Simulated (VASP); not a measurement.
# HfB2 (P6/mmm) in VASP: notebook, part 2 of 3

VASP 6.6.1. Earlier steps stand in the parts before.

### Step 3. Electric field gradients, PBEsol (volume scaled by 1.04)

The input, INCAR:

```
SYSTEM = HfB2
ALGO = Normal
EDIFF = 1E-8
ENCUT = 520
GGA = PS
ISIF = 2
ISMEAR = -1
LASPH = .True.
LCHARG = .False.
LEFG = .True.
LREAL = .False.
LWAVE = .False.
NBANDS = 15
NELM = 100
PREC = Accurate
SIGMA = 0.03
```

The input, KPOINTS:

```
k-points
0
Gamma
  15 15 12
  0 0 0
```

The input, POSCAR:

```
HfB2
1.0
    3.1813206298      0.0000000000      0.0000000000
   -1.5906603150      2.7551044830      0.0000000000
    0.0000000000      0.0000000000      3.5257947253
Hf B
1 2
Direct
    0.0000000000      0.0000000000      0.0000000000
    0.3333333333      0.6666666667      0.5000000000
    0.6666666667      0.3333333333      0.5000000000
```

Potentials or basis: VASP PAW PBE potentials, release 64 (Hf_pv, B).

Started as:

```bash
> cat potpaw_PBE.64/Hf_pv/POTCAR potpaw_PBE.64/B/POTCAR > POTCAR
> mpirun -np 1 vasp_std > vasp.out
```

OUTCAR:

```text
SYSTEM = HfB2
   EDIFF = 1E-8
   ENCUT = 520
   GGA = PS
   ISIF = 2
   ISMEAR = -1
   LASPH = .True.
   LREAL = .False.
   NELM = 100
   PREC = Accurate

 ion  position               nearest neighbor table
   1  0.000  0.000  0.000-   2 2.55   3 2.55   2 2.55   3 2.55   3 2.55   3 2.55   2 2.55   2 2.55
                             3 2.55   3 2.55   2 2.55   2 2.55
   2  0.333  0.667  0.500-   3 1.84   3 1.84   3 1.84   1 2.55   1 2.55   1 2.55   1 2.55   1 2.55
                             1 2.55
   3  0.667  0.333  0.500-   2 1.84   2 1.84   2 1.84   1 2.55   1 2.55   1 2.55   1 2.55   1 2.55
                             1 2.55

  LATTYP: Found a hexagonal cell.
 ALAT       =     3.1813206298
 C/A-ratio  =     1.1082802193

  Lattice vectors:

 A1 = (   3.1813206298,   0.0000000000,   0.0000000000)
 A2 = (  -1.5906603150,   2.7551044830,   0.0000000000)
 A3 = (   0.0000000000,   0.0000000000,   3.5257947253)

Analysis of symmetry for initial positions (statically):
=====================================================================
 Subroutine PRICEL returns:
 Original cell was already a primitive cell.

 Routine SETGRP: Setting up the symmetry group for a
 hexagonal supercell.

 Subroutine GETGRP returns: Found 24 space group operations
 (whereof 24 operations were pure point group operations)
 out of a pool of 24 trial point group operations.

The static configuration has the point symmetry D_6h.

Analysis of symmetry for dynamics (positions and initial velocities):
=====================================================================
 Subroutine PRICEL returns:
 Original cell was already a primitive cell.

 Routine SETGRP: Setting up the symmetry group for a
 hexagonal supercell.

 Subroutine GETGRP returns: Found 24 space group operations
 (whereof 24 operations were pure point group operations)
 out of a pool of 24 trial point group operations.

The dynamic configuration has the point symmetry D_6h.

 Subroutine INISYM returns: Found 24 space group operations
 (whereof 24 operations are pure point group operations),
 and found     1 'primitive' translations

----------------------------------------------------------------------------------------

                                     Primitive cell

  volume of cell :      30.9031

  direct lattice vectors                    reciprocal lattice vectors
     3.181320630  0.000000000  0.000000000     0.314334868  0.181481321  0.000000000
    -1.590660315  2.755104483  0.000000000     0.000000000  0.362962641  0.000000000
     0.000000000  0.000000000  3.525794725     0.000000000  0.000000000  0.283623999

  length of vectors
     3.181320630  3.181320630  3.525794725     0.362962641  0.362962641  0.283623999

  position of ions in fractional coordinates (direct lattice)
     0.000000000  0.000000000  0.000000000
     0.333333333  0.666666667  0.500000000
[... 93 lines left out ...]
   EFERMI =   0.00;   METHOD = LEGACY
   ISMEAR =    -1;   SIGMA  =   0.03  broadening in eV -4-tet -1-fermi 0-gaus
   EFERMI_NEDOS =   21; number of points for ismear=-14 and -15
   IALGO  =     38    algorithm
   IMIX   =      4    mixing-type and parameters
     AMIX     =   0.40;   BMIX     =  1.00
     AMIX_MAG =   1.60;   BMIX_MAG =  1.00
  volume/ion in A,a.u.               =      10.30        69.51
  Fermi-wavevector in a.u.,A,eV,Ry     =   1.314561  2.484160 23.511818  1.728070
  Thomas-Fermi vector in A             =   2.444805
   LORBIT       =      0    0 simple, 1 ext, 2 COOP (PROOUT), +10 PAW based schemes
   GGA     = PS    functional components
   LHFCALC =     F    Hartree Fock is set to
   AEXX    =    0.0000 exact exchange contribution
   IVDW    =     0    specifies the selected vdW correction
   LEPSILON=     F    determine dielectric tensor
   LRPA    =     F    only Hartree local field effects (RPA)
 non-spin polarized calculation
  energy-cutoff  :      520.00
  volume of cell :       30.90
 maximum number of plane-waves:       850
 NGX is ok and might be reduce to    24
   NGX = 11   NGY = 11   NGZ = 13

 number of electron      16.0000000 magnetization

 Free energy of the ion-electron system (eV)
  ---------------------------------------------------
  ext. energy  EPLUGINS =         0.00000000
  ---------------------------------------------------
  free energy    TOTEN  =       -27.79131635 eV

  energy without entropy =      -27.79059801  energy(sigma->0) =      -27.79095718

 E-fermi :   7.2656     XC(G=0): -12.4991

 val. band max:        7.2255401633   @ k =   0.4000   0.1333   0.0000
 cond. band min:       7.2765648888   @ k =   0.0667   0.0667   0.4167
 fundamental gap:      0.0510247255
 Fermi energy:         7.2656008924

 k-point     1 :       0.0000    0.0000    0.0000
  band No.  band energies     occupation
      1     -23.4569      2.00000
      2     -22.9967      2.00000
      3     -22.9967      2.00000
      4      -6.2533      2.00000
      5       4.3019      2.00000
      6       4.4396      2.00000
      7       4.4396      2.00000
      8       4.4891      2.00000
      9      11.0442      0.00000
     10      11.0442      0.00000
     11      11.7014      0.00000
     12      11.7014      0.00000
     13      12.0174      0.00000
     14      12.0790      0.00000
[... 401 lines left out ...]
      2     -23.3332      2.00000
      3     -23.3015      2.00000
      4      -1.6714      2.00000
      5      -1.4348      2.00000
      6       1.2781      2.00000
      7       3.7907      2.00000
      8       6.2176      2.00000
      9       7.0086      1.99962
     10      10.0855      0.00000
     11      11.6604      0.00000
     12      13.8471      0.00000
     13      15.6251      0.00000
     14      16.8412      0.00000
     15      17.2258      0.00000

 [... further k-points ...]
[... 5 lines left out ...]
  --------------------------------------------------------------------------------------
  -------------------------------------------------------------------------------------
  Total       -2.6052960     -2.6052960     -2.5946617      0.0000000     -0.0000000     -0.0000000
  in kB     -135.0719319   -135.0719319   -134.5205977      0.0000000     -0.0000000     -0.0000000
  external PRESSURE =    -134.8881539 kB  Pullay stress =       0.0000000 kB

 VOLUME and BASIS-vectors are now :
 -----------------------------------------------------------------------------
  energy-cutoff  :      520.00
  volume of cell :       30.90
      direct lattice vectors                 reciprocal lattice vectors
     3.181320630  0.000000000  0.000000000     0.314334868  0.181481321  0.000000000
    -1.590660315  2.755104483  0.000000000     0.000000000  0.362962641  0.000000000
     0.000000000  0.000000000  3.525794725     0.000000000  0.000000000  0.283623999

 POSITION                                       TOTAL-FORCE (eV/Angst)
 -----------------------------------------------------------------------------------
      0.00000      0.00000      0.00000        -0.000000      0.000000     -0.000000
     -0.00000      1.83674      1.76290        -0.000000      0.000000     -0.000000
      1.59066      0.91837      1.76290         0.000000      0.000000      0.000000
 -----------------------------------------------------------------------------------
    total drift:                               -0.000000      0.000000      0.000000

  FREE ENERGIE OF THE ION-ELECTRON SYSTEM (eV)
  ---------------------------------------------------
  free  energy   TOTEN  =       -27.7913163512 eV

  energy  without entropy=      -27.7905980145  energy(sigma->0) =      -27.79095718

 Electric field gradients (V/A^2)
---------------------------------------------------------------------
 ion       V_xx      V_yy      V_zz      V_xy      V_xz      V_yz
---------------------------------------------------------------------
   1     -39.438   -39.437    78.875     0.000    -0.000    -0.000
   2      -0.865    -0.865     1.731    -0.000     0.000    -0.000
   3      -0.865    -0.865     1.731    -0.000     0.000     0.000
---------------------------------------------------------------------

 Electric field gradients after diagonalization (V/A^2)
 (convention: |V_zz| > |V_xx| > |V_yy|)
----------------------------------------------------------------------
 ion       V_xx      V_yy      V_zz     asymmetry (V_yy - V_xx)/ V_zz
----------------------------------------------------------------------
   1     -39.438   -39.437    78.875       0.000
   2      -0.865    -0.865     1.731       0.000
   3      -0.865    -0.865     1.731       0.000
----------------------------------------------------------------------

           NMR quadrupolar parameters

 Cq : quadrupolar parameter    Cq=e*Q*V_zz/h
 eta: asymmetry parameters     (V_yy - V_xx)/ V_zz
 Q  : nuclear electric quadrupole moment in mb (millibarn)
----------------------------------------------------------------------
 ion       Cq(MHz)       eta       Q (mb)
----------------------------------------------------------------------
   1       0.191       0.000       1.000
   2       0.004       0.000       1.000
   3       0.004       0.000       1.000
----------------------------------------------------------------------
```

stdout:

```text
POSCAR found type information on POSCAR HfB
 POSCAR found :  2 types and       3 ions
 scaLAPACK will be used
 -----------------------------------------------------------------------------
|                                                                             |
|                                                                             |
|     You enforced a specific xc type in the INCAR file but a different       |
|     I HOPE YOU KNOW WHAT YOU ARE DOING!                                     |
|                                                                             |
 -----------------------------------------------------------------------------

 LDA part: xc-table for (Slater+PW92), standard interpolation
 POSCAR, INCAR and KPOINTS ok, starting setup
 FFT: planning ... GRIDC
 FFT: planning ... GRID_SOFT
 FFT: planning ... GRID
 WAVECAR not read
 entering main loop
ion   1

ion   2

ion   3
```

It took 2.2 min on 1 thread of AMD EPYC, shared host; peak memory 0.18 GiB.

Results:

* Free energy: -27.7913 eV
* Pressure: -13.5 GPa
* Band gap on the k mesh: zero (band 8 reaches 7.98 eV, above the bottom of band 9 at 7.01 eV)

Levels at points of the mesh, in eV from the Fermi level:
| k point | band 4 | band 5 | band 6 | band 7 | band 8 | band 9 | band 10 | band 11 | band 12 | band 13 |
| --- | --- | --- | --- | --- | --- | --- | --- | --- | --- | --- |
| (0.00, 0.00, 0.00) | -13.52 | -2.96 | -2.83 | -2.83 | -2.78 | 3.78 | 3.78 | 4.44 | 4.44 | 4.75 |
| (0.00, 0.00, 0.50) | -11.24 | -8.24 | -1.17 | -1.17 | 0.26 | 0.26 | 0.92 | 0.92 | 2.08 | 4.97 |

Electric field gradients, principal values (V/Å²):
```tsv
atom	least	middle	greatest (by size)
1 Hf	-39.437	-39.438	78.875
2 B	-0.865	-0.865	1.731
3 B	-0.865	-0.865	1.731
```

Caveat: without QUAD_EFG the Cq values of the log hold for a quadrupole moment of 1 mb, not for the nuclei; the PAW data sets were made with another functional, which shifts forces and pressure a little; spin-orbit coupling is left out, which moves the levels of the heavy elements.

(Part 2 of 3 ends here.)
